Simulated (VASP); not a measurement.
# GaMo (Fd-3m) in VASP: single point with PBE

Aim: the single point of GaMo with PBE.

Everything below comes from runs of VASP 6.6.1. Logs are shortened: lines on timing, memory, paths and dates and some standing lists are left out, and cuts for length are marked.

## Step 1: The cell of the first run

Symmetry: Fd-3m, No. 227, cubic system. The conventional cell has a = 6.265 Å, b = 6.265 Å, c = 6.265 Å, α = 90.00°, β = 90.00°, γ = 90.00°. Within 3.6 Å of Ga (site symmetry -43m) lie 4 Ga at 2.71 Å and 10 Mo at 2.71 to 3.13 Å. Within 3.6 Å of Mo (site symmetry -43m) lie 10 Ga at 2.71 to 3.13 Å and 4 Mo at 2.71 Å.

## Step 2: Single point, PBE

INCAR reads:

```
SYSTEM = GaMo
ALGO     = Normal         ! electronic algorithm
EDIFF    = 1E-7           ! SCF threshold, eV
ENCUT    = 520            ! plane-wave cutoff, eV
GGA      = PE             ! functional
ISIF     = 2              ! what is computed and relaxed
ISMEAR   = 0              ! smearing method
LASPH    = .TRUE.         ! aspherical terms in the spheres
LCHARG   = .TRUE.         ! write CHGCAR
LELF     = .TRUE.         ! ELF
LREAL    = .FALSE.        ! projectors in reciprocal space
LVHAR    = .TRUE.       
LWAVE    = .FALSE.        ! write WAVECAR
NBANDS   = 35             ! bands
NELM     = 100            ! most SCF steps
PREC     = Accurate       ! precision mode
SIGMA    = 0.2            ! smearing width, eV
```

KPOINTS reads:

```
k-points
0
G
  5 5 5
  0 0 0
```

POSCAR reads:

```
GaMo
1.0
    0.0000000000      3.1326399937      3.1326399937
    3.1326399937      0.0000000000      3.1326399937
    3.1326399937      3.1326399937      0.0000000000
Ga Mo
2 2
Direct
    0.0000000000      0.0000000000      0.0000000000
    0.2500000000      0.2500000000      0.2500000000
    0.7500000000      0.7500000000      0.7500000000
    0.5000000000      0.5000000000      0.5000000000
```

Potentials or basis: VASP PAW PBE potentials, release 64 (Ga_d, Mo_sv).

Launch:

```console
$ cat potpaw_PBE.64/Ga_d/POTCAR potpaw_PBE.64/Mo_sv/POTCAR > POTCAR
$ mpirun -np 1 vasp_std > vasp.out
```

OUTCAR:

```text
SYSTEM = GaMo
   EDIFF = 1E-7
   ENCUT = 520
   GGA = PE
   ISIF = 2
   ISMEAR = 0
   LASPH = .TRUE.
   LREAL = .FALSE.
   NELM = 100
   PREC = Accurate

 ion  position               nearest neighbor table
   1  0.000  0.000  0.000-   3 2.71   3 2.71   3 2.71   2 2.71   3 2.71   2 2.71   2 2.71   2 2.71
                             4 3.13   4 3.13   4 3.13   4 3.13   4 3.13   4 3.13
   2  0.250  0.250  0.250-   1 2.71   1 2.71   1 2.71   1 2.71   4 2.71   4 2.71   4 2.71   4 2.71
                             3 3.13   3 3.13   3 3.13   3 3.13   3 3.13   3 3.13
   3  0.750  0.750  0.750-   4 2.71   4 2.71   4 2.71   1 2.71   4 2.71   1 2.71   1 2.71   1 2.71
                             2 3.13   2 3.13   2 3.13   2 3.13   2 3.13   2 3.13
   4  0.500  0.500  0.500-   2 2.71   2 2.71   2 2.71   2 2.71   3 2.71   3 2.71   3 2.71   3 2.71
                             1 3.13   1 3.13   1 3.13   1 3.13   1 3.13   1 3.13

  LATTYP: Found a face centered cubic cell.
 ALAT       =     6.2652799874

  Lattice vectors:

 A1 = (   0.0000000000,   3.1326399937,   3.1326399937)
 A2 = (   3.1326399937,   0.0000000000,   3.1326399937)
 A3 = (   3.1326399937,   3.1326399937,   0.0000000000)

Analysis of symmetry for initial positions (statically):
=====================================================================
 Subroutine PRICEL returns:
 Original cell was already a primitive cell.

 Routine SETGRP: Setting up the symmetry group for a
 face centered cubic supercell.

 Subroutine GETGRP returns: Found 48 space group operations
 (whereof 24 operations were pure point group operations)
 out of a pool of 48 trial point group operations.

The static configuration has the point symmetry T_d .
 The point group associated with its full space group is O_h .

Analysis of symmetry for dynamics (positions and initial velocities):
=====================================================================
 Subroutine PRICEL returns:
 Original cell was already a primitive cell.

 Routine SETGRP: Setting up the symmetry group for a
 face centered cubic supercell.

 Subroutine GETGRP returns: Found 48 space group operations
 (whereof 24 operations were pure point group operations)
 out of a pool of 48 trial point group operations.

The dynamic configuration has the point symmetry T_d .
 The point group associated with its full space group is O_h .

 Subroutine INISYM returns: Found 48 space group operations
 (whereof 24 operations are pure point group operations),
 and found     1 'primitive' translations

----------------------------------------------------------------------------------------

                                     Primitive cell

  volume of cell :      61.4839

  direct lattice vectors                    reciprocal lattice vectors
     0.000000000  3.132639994  3.132639994    -0.159609786  0.159609786  0.159609786
     3.132639994  0.000000000  3.132639994     0.159609786 -0.159609786  0.159609786
     3.132639994  3.132639994  0.000000000     0.159609786  0.159609786 -0.159609786

  length of vectors
     4.430221965  4.430221965  4.430221965     0.276452259  0.276452259  0.276452259

  position of ions in fractional coordinates (direct lattice)
     0.000000000  0.000000000  0.000000000
     0.250000000  0.250000000  0.250000000
     0.750000000  0.750000000  0.750000000
     0.500000000  0.500000000  0.500000000

  ion indices of the primitive-cell ions
   primitive index   ion index
                 1           1
                 2           2
                 3           3
                 4           4

----------------------------------------------------------------------------------------

 KPOINTS: k-points

Automatic generation of k-mesh.
 Grid dimensions read from file:
 generate k-points for:    5    5    5

 Generating k-lattice:

  Cartesian coordinates                     Fractional coordinates (reciprocal lattice)
    -0.031921957  0.031921957  0.031921957     0.200000000  0.000000000  0.000000000
     0.031921957 -0.031921957  0.031921957     0.000000000  0.200000000  0.000000000
     0.031921957  0.031921957 -0.031921957     0.000000000  0.000000000  0.200000000

  Length of vectors
     0.055290452  0.055290452  0.055290452

  Shift w.r.t. Gamma in fractional coordinates (k-lattice)
     0.000000000  0.000000000  0.000000000

 Subroutine IBZKPT returns following result:
 ===========================================

 Found     10 irreducible k-points:

 Following reciprocal coordinates:
            Coordinates               Weight
  0.000000  0.000000  0.000000      1.000000
  0.200000  0.000000  0.000000      8.000000
  0.400000  0.000000  0.000000      8.000000
  0.200000  0.200000  0.000000      6.000000
  0.400000  0.200000  0.000000     24.000000
 -0.400000  0.200000  0.000000     24.000000
 -0.200000  0.200000  0.000000     12.000000
  0.400000  0.400000  0.000000      6.000000
 -0.400000  0.400000  0.000000     12.000000
 -0.400000  0.400000  0.200000     24.000000
   k-points           NKPTS =     10   k-points in BZ     NKDIM =     10   number of bands    NBANDS=     35
   number of dos      NEDOS =    301   number of ions     NIONS =      4
   total plane-waves  NPLWV =  46656
   dimension x,y,z NGX =    36 NGY =   36 NGZ =   36
   dimension x,y,z NGXF=    72 NGYF=   72 NGZF=   72
   ions per type =               2   2
   NGX,Y,Z   is equivalent  to a cutoff of  13.51, 13.51, 13.51 a.u.
   NGXF,Y,Z  is equivalent  to a cutoff of  27.02, 27.02, 27.02 a.u.
 SYSTEM =  GaMo
   PREC   = accura    normal or accurate (medium, high low for compatibility)
   ISTART =      0    job   : 0-new  1-cont  2-samecut
   ICHARG =      2    charge: 1-file 2-atom 10-const
   ISPIN  =      1    spin polarized calculation?
   LNONCOLLINEAR =      F non collinear calculations
   LSORBIT =      F    spin-orbit coupling
   LASPH  =      T    aspherical Exc in radial PAW
   ENCUT  =  520.0 eV  38.22 Ry    6.18 a.u.   8.24  8.24  8.24*2*pi/ulx,y,z
   NELM   =    100;   NELMIN=  2; NELMDL= -5     # of ELM steps
   EDIFF  = 0.1E-06   stopping-criterion for ELM
   LREAL  =      F    real-space projection
   EDIFFG = 0.1E-05   stopping-criterion for IOM
   NSW    =      0    number of steps for IOM
   IBRION =     -1    ionic relax: 0-MD 1-quasi-New 2-CG
   NFREE  =      0    steps in history (QN), initial steepest desc. (CG)
   ISIF   =      2    stress and relaxation
   ISYM   =      2    0-nonsym 1-usesym 2-fastsym
   POTIM  = 0.5000    time-step for ionic-motion
   TEBEG  =    0.0;   TEEND  =   0.0 temperature during run
   PSTRESS=    0.0 pullay stress
   NELECT =      54.0000    total number of electrons
   NUPDOWN=      -1.0000    fix difference up-down
   EMIN   =  10.00;   EMAX   =-10.00  energy-range for DOS
   EFERMI =   0.00;   METHOD = LEGACY
   ISMEAR =     0;   SIGMA  =   0.20  broadening in eV -4-tet -1-fermi 0-gaus
   EFERMI_NEDOS =   21; number of points for ismear=-14 and -15
   IALGO  =     38    algorithm
   IMIX   =      4    mixing-type and parameters
     AMIX     =   0.40;   BMIX     =  1.00
     AMIX_MAG =   1.60;   BMIX_MAG =  1.00
  volume/ion in A,a.u.               =      15.37       103.73
  Fermi-wavevector in a.u.,A,eV,Ry     =   1.567782  2.962678 33.442298  2.457940
  Thomas-Fermi vector in A             =   2.669910
   LORBIT       =      0    0 simple, 1 ext, 2 COOP (PROOUT), +10 PAW based schemes
   GGA     = PE    functional components
   LHFCALC =     F    Hartree Fock is set to
   AEXX    =    0.0000 exact exchange contribution
   IVDW    =     0    specifies the selected vdW correction
   LEPSILON=     F    determine dielectric tensor
   LRPA    =     F    only Hartree local field effects (RPA)
 non-spin polarized calculation
 Gauss-broadening in eV      SIGMA  =   0.20
  energy-cutoff  :      520.00
  volume of cell :       61.48
 maximum number of plane-waves:      1667
 NGX is ok and might be reduce to    36
   NGX = 17   NGY = 17   NGZ = 17

 number of electron      53.9999993 magnetization

 Free energy of the ion-electron system (eV)
  ---------------------------------------------------
  ext. energy  EPLUGINS =         0.00000000
  ---------------------------------------------------
  free energy    TOTEN  =       -27.05502773 eV

  energy without entropy =      -26.99167595  energy(sigma->0) =      -27.02335184

 E-fermi :  10.1178     XC(G=0): -12.7975

 val. band max:       10.0251641444   @ k =  -0.4000   0.4000   0.2000
 cond. band min:      10.1867288850   @ k =   0.0000   0.0000   0.0000
 fundamental gap:      0.1615647406
 Fermi energy:        10.1177623060

 k-point     1 :       0.0000    0.0000    0.0000
  band No.  band energies     occupation
      1     -50.6060      2.00000
      2     -50.3629      2.00000
      3     -24.8832      2.00000
      4     -24.8832      2.00000
      5     -24.8832      2.00000
      6     -24.3791      2.00000
[... 27 lines left out ...]
     34      14.9079      0.00000
     35      17.7524      0.00000

 k-point     2 :       0.2000    0.0000    0.0000
  band No.  band energies     occupation
      1     -50.5892      2.00000
      2     -50.3800      2.00000
      3     -24.9054      2.00000
      4     -24.9054      2.00000
      5     -24.8836      2.00000
      6     -24.3833      2.00000
[... 27 lines left out ...]
     34      14.5882      0.00000
     35      16.3555      0.00000

 k-point     3 :       0.4000    0.0000    0.0000
  band No.  band energies     occupation
      1     -50.5537      2.00000
      2     -50.4159      2.00000
      3     -24.9380      2.00000
      4     -24.9380      2.00000
      5     -24.8865      2.00000
      6     -24.3875      2.00000
[... 27 lines left out ...]
     34      14.9542      0.00000
     35      14.9542      0.00000

 k-point     4 :       0.2000    0.2000    0.0000
  band No.  band energies     occupation
      1     -50.5829      2.00000
      2     -50.3863      2.00000
      3     -24.9304      2.00000
      4     -24.9304      2.00000
      5     -24.8372      2.00000
      6     -24.4315      2.00000
[... 27 lines left out ...]
     34      15.1806      0.00000
     35      15.1806      0.00000

 k-point     5 :       0.4000    0.2000    0.0000
  band No.  band energies     occupation
      1     -50.5501      2.00000
      2     -50.4195      2.00000
      3     -24.9745      2.00000
      4     -24.9617      2.00000
      5     -24.7993      2.00000
      6     -24.4719      2.00000
[... 27 lines left out ...]
     34      15.4210      0.00000
     35      16.1901      0.00000

 k-point     6 :      -0.4000    0.2000    0.0000
  band No.  band energies     occupation
      1     -50.5317      2.00000
      2     -50.4380      2.00000
      3     -24.9996      2.00000
      4     -24.9585      2.00000
      5     -24.7945      2.00000
      6     -24.4751      2.00000
[... 27 lines left out ...]
     34      15.7236      0.00000
     35      16.8277      0.00000

 k-point     7 :      -0.2000    0.2000    0.0000
  band No.  band energies     occupation
      1     -50.5643      2.00000
      2     -50.4052      2.00000
      3     -24.9684      2.00000
      4     -24.9246      2.00000
      5     -24.8394      2.00000
      6     -24.4288      2.00000
[... 27 lines left out ...]
     34      14.3013      0.00000
     35      16.3006      0.00000

 k-point     8 :       0.4000    0.4000    0.0000
  band No.  band energies     occupation
      1     -50.5224      2.00000
      2     -50.4474      2.00000
      3     -24.9939      2.00000
      4     -24.9939      2.00000
      5     -24.7159      2.00000
      6     -24.5622      2.00000
[... 27 lines left out ...]
     34      15.2240      0.00000
     35      18.0396      0.00000

 k-point     9 :      -0.4000    0.4000    0.0000
  band No.  band energies     occupation
      1     -50.4965      2.00000
      2     -50.4734      2.00000
      3     -25.0147      2.00000
      4     -24.9921      2.00000
      5     -24.6808      2.00000
      6     -24.5934      2.00000
[... 27 lines left out ...]
     34      15.7027      0.00000
     35      17.8551      0.00000

 k-point    10 :      -0.4000    0.4000    0.2000
  band No.  band energies     occupation
      1     -50.5153      2.00000
      2     -50.4545      2.00000
      3     -25.0093      2.00000
      4     -24.9860      2.00000
      5     -24.7186      2.00000
      6     -24.5518      2.00000
[... 27 lines left out ...]
     34      16.0747      0.00000
     35      16.7591      0.00000

------------------------ aborting loop because EDIFF is reached ----------------------------------------

  FORCE on cell =-STRESS in cart. coord.  units (eV):
  Direction    XX          YY          ZZ          XY          YZ          ZX
  --------------------------------------------------------------------------------------
  -------------------------------------------------------------------------------------
  Total        0.1539523      0.1539523      0.1539523     -0.0000000      0.0000000     -0.0000000
  in kB        4.0117637      4.0117637      4.0117637     -0.0000000      0.0000000     -0.0000000
  external PRESSURE =       4.0117637 kB  Pullay stress =       0.0000000 kB

 VOLUME and BASIS-vectors are now :
 -----------------------------------------------------------------------------
  energy-cutoff  :      520.00
  volume of cell :       61.48
      direct lattice vectors                 reciprocal lattice vectors
     0.000000000  3.132639994  3.132639994    -0.159609786  0.159609786  0.159609786
     3.132639994  0.000000000  3.132639994     0.159609786 -0.159609786  0.159609786
     3.132639994  3.132639994  0.000000000     0.159609786  0.159609786 -0.159609786

 POSITION                                       TOTAL-FORCE (eV/Angst)
 -----------------------------------------------------------------------------------
      0.00000      0.00000      0.00000        -0.000000     -0.000000     -0.000000
      1.56632      1.56632      1.56632         0.000000      0.000000      0.000000
      4.69896      4.69896      4.69896        -0.000000      0.000000     -0.000000
      3.13264      3.13264      3.13264         0.000000     -0.000000      0.000000
 -----------------------------------------------------------------------------------
    total drift:                                0.000000      0.000000      0.000000

  FREE ENERGIE OF THE ION-ELECTRON SYSTEM (eV)
  ---------------------------------------------------
  free  energy   TOTEN  =       -27.0550277282 eV

  energy  without entropy=      -26.9916759522  energy(sigma->0) =      -27.02335184
```

It took 19 s on 1 thread of Intel Xeon 6975P-C (Granite Rapids), shared host; peak memory 0.2 GiB.

What came out:

| Quantity | Value |
| --- | --- |
| Free energy | -27.0550 eV |
| Pressure | 0.4 GPa |
| Band gap on the k mesh | 0.16 eV, indirect (least direct gap 0.19 eV) |

Levels at points of the mesh, in eV from the valence-band top:
```
           k point  band 25  band 26  band 27  band 28  band 29  band 30
(0.00, 0.00, 0.00)    -1.57    -1.57    -1.57     0.16     2.55     2.55
```

A k mesh can miss the band edges.
